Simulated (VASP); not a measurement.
Li2CF2, 5 atoms in the cell. The structure is trigonal, space group P-3m1 (No. 164). Conventional cell: a = 3.222 Å, b = 3.222 Å, c = 5.633 Å, α = 90.00°, β = 90.00°, γ = 120.00°. Within 2.6 Å of Li (site symmetry 3m) lie 4 F at 1.92 to 1.94 Å and 3 C at 2.45 Å. C (site symmetry -3m) has 6 Li at 2.45 Å and 6 F at 2.80 Å and 6 C at 3.22 Å within 3.3 Å. F (site symmetry 3m) has 4 Li at 1.92 to 1.94 Å and 3 F at 2.36 Å within 2.6 Å. The cell was built from a structure type or drawn by symmetry, and may not be a known phase.

| Property | Result |
| --- | --- |
| Program | VASP 6.6.1 |
| Task | single point |
| Functional | PBE |
| Potentials or basis | VASP PAW PBE potentials, release 64 (Li_sv, C, F) |
| Cutoff | 520 eV |
| k mesh | 6 × 6 × 4 |
| Occupations | gaussian, width 0.1 eV |
| Spin | collinear spin |
| Starting moments | [0.0, 0.0, 1.0, 1.0, 1.0] μB |
| Dipole correction | no |
| Further INCAR settings | ALGO = Fast; EDIFF = 1e-07; NBANDS = 24 |

Potentials or basis: VASP PAW PBE potentials, release 64 (Li_sv, C, F).

Command:

```bash
$ cat potpaw_PBE.64/Li_sv/POTCAR potpaw_PBE.64/C/POTCAR potpaw_PBE.64/F/POTCAR > POTCAR
$ mpirun -np 1 vasp_std > vasp.out
```

Hardware: 1 thread of Intel(R) Xeon(R) 6975P-C (Granite Rapids) (shared host).

Estimate the wall time of this run.

It took 33 s on 1 thread of Intel(R) Xeon(R) 6975P-C (Granite Rapids), with other jobs on the host, peak memory 0.19 GiB. Counts: scf iterations 20, k points 24.
